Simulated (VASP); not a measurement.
The system is SiW4.

```
Si W
1.0
     6.09420    0.00000    0.00000
     0.00000    6.09420    0.00000
     0.00000    0.00000    2.66334
Si W
1 4
Direct
  0.00000 0.00000 0.00000
  0.20365 0.50000 0.50000
  0.79635 0.50000 0.50000
  0.50000 0.20365 0.50000
  0.50000 0.79635 0.50000
```

- Program: VASP 6.6.1
- Task: relaxation of cell and atoms
- Functional: PBE
- Potentials or basis: VASP PAW PBE potentials, release 64 (Si, W_sv)
- Cutoff: 600 eV
- k mesh: 4 × 4 × 6
- Occupations: gaussian, width 0.1 eV
- Spin: no spin polarisation

At the start: pressure -0.1 GPa; volume 19.78 Å³/atom.

Q: Where does the relaxation end?

A: Over 5 steps the energy falls by 6.6 meV/atom and the volume is 19.72 Å³/atom (-0.3 %); space group P4/mmm (No. 123, to 0.05 Å).

Step by step:
```csv
step,energy change (eV),largest force (eV/Å),pressure (GPa),volume (Å³)
1,0.0000,0.0317,-0.07,98.91
2,-0.0210,0.2601,-0.04,98.75
3,-0.0315,0.1516,-0.21,98.82
4,-0.0320,0.0840,0.56,98.46
5,-0.0328,0.0189,0.22,98.62
```

Final structure:
```
CELL_PARAMETERS angstrom
6.13911 0.00000 0.00000
0.00000 6.13911 0.00000
0.00000 0.00000 2.61662
ATOMIC_POSITIONS crystal
Si 0.00000 0.00000 0.00000
W 0.20411 0.50000 0.50000
W 0.79589 0.50000 0.50000
W 0.50000 0.20411 0.50000
W 0.50000 0.79589 0.50000
```

Caveat: the k points lie up to 0.40 Å⁻¹ apart in the final cell.
